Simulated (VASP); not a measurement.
Write the native input for VASP 6.6.1 that does the following.

| Property | Result |
| --- | --- |
| Task | single point |
| Functional | r2SCAN |
| Potentials or basis | VASP PAW PBE potentials, release 64 (W_sv, Se) |
| Cutoff | 520 eV |
| k mesh | 12 × 12 × 2 |
| Occupations | gaussian, width 0.02 eV |
| Spin | no spin polarisation |
| Dipole correction | no |
| Further INCAR settings | ALGO = Normal; EDIFF = 1e-07; NBANDS = 35 |

Crystal: WSe2.

```
CELL_PARAMETERS angstrom
3.24881 0.00000 0.00000
-1.62441 2.81355 0.00000
0.00000 0.00000 13.89366
ATOMIC_POSITIONS crystal
W 0.66667 0.33333 0.75000
W 0.33333 0.66667 0.25000
Se 0.33333 0.66667 0.87141
Se 0.66667 0.33333 0.37141
Se 0.33333 0.66667 0.62859
Se 0.66667 0.33333 0.12859
```

This cell differs from its parent crystal: biaxial strain in the a-b plane: -2.0 %.

The input as run:

POSCAR

```
WSe2
1.0
    3.2488133234      0.0000000000      0.0000000000
   -1.6244066617      2.8135548702      0.0000000000
    0.0000000000      0.0000000000     13.8936631701
W Se
2 4
Direct
    0.6666666667      0.3333333333      0.7500000000
    0.3333333333      0.6666666667      0.2500000000
    0.3333333333      0.6666666667      0.8714064905
    0.6666666667      0.3333333333      0.3714064905
    0.3333333333      0.6666666667      0.6285935095
    0.6666666667      0.3333333333      0.1285935095
```

INCAR.step1

```
SYSTEM = WSe2
ALGO     = Normal         ! electronic algorithm
EDIFF    = 1E-4           ! SCF threshold, eV
ENCUT    = 520            ! plane-wave cutoff, eV
GGA      = PE             ! functional
ISMEAR   = 0              ! smearing method
LASPH    = .True.         ! aspherical terms in the spheres
LCHARG   = .False.        ! write CHGCAR
LREAL    = .False.        ! projectors in reciprocal space
LWAVE    = .True.         ! write WAVECAR
NBANDS   = 35             ! bands
NELM     = 100            ! most SCF steps
PREC     = Accurate       ! precision mode
SIGMA    = 0.02           ! smearing width, eV
```

INCAR.step2

```
SYSTEM = WSe2
ALGO     = Normal         ! electronic algorithm
EDIFF    = 1E-7           ! SCF threshold, eV
ENCUT    = 520            ! plane-wave cutoff, eV
ISIF     = 2              ! what is computed and relaxed
ISMEAR   = 0              ! smearing method
ISTART   = 1            
LASPH    = .True.         ! aspherical terms in the spheres
LCHARG   = .False.        ! write CHGCAR
LMIXTAU  = .True.       
LREAL    = .False.        ! projectors in reciprocal space
LWAVE    = .False.        ! write WAVECAR
METAGGA  = R2SCAN         ! meta-GGA
NBANDS   = 35             ! bands
NELM     = 100            ! most SCF steps
PREC     = Accurate       ! precision mode
SIGMA    = 0.02           ! smearing width, eV
```

KPOINTS

```
k-points
0
Gamma
  12 12 2
  0 0 0
```

Potentials or basis: VASP PAW PBE potentials, release 64 (W_sv, Se).

The run is started by

```sh
$ cat potpaw_PBE.64/W_sv/POTCAR potpaw_PBE.64/Se/POTCAR > POTCAR
$ cp INCAR.step1 INCAR
$ mpirun -np 1 vasp_std > vasp.out
$ cp INCAR.step2 INCAR
$ mpirun -np 1 vasp_std > vasp.out
```

Results of the run:

```
Pressure               : 3.5 GPa
Largest force          : 0.032 eV/Å
Band gap on the k mesh : 1.39 eV (least direct gap 1.86 eV)
```

Caveat: the cell differs from its parent crystal (biaxial strain in the a-b plane: -2.0 %); the cell stands under pressure; the PAW data sets were made with another functional, which shifts forces and pressure a little; spin-orbit coupling is left out, which moves the levels of the heavy elements.

Wall time 6.7 min on 1 thread of Intel(R) Xeon(R) Platinum 8259CL CPU @ 2.50GHz (Skylake/Cascade Lake), on a shared host, peak memory 0.34 GiB.
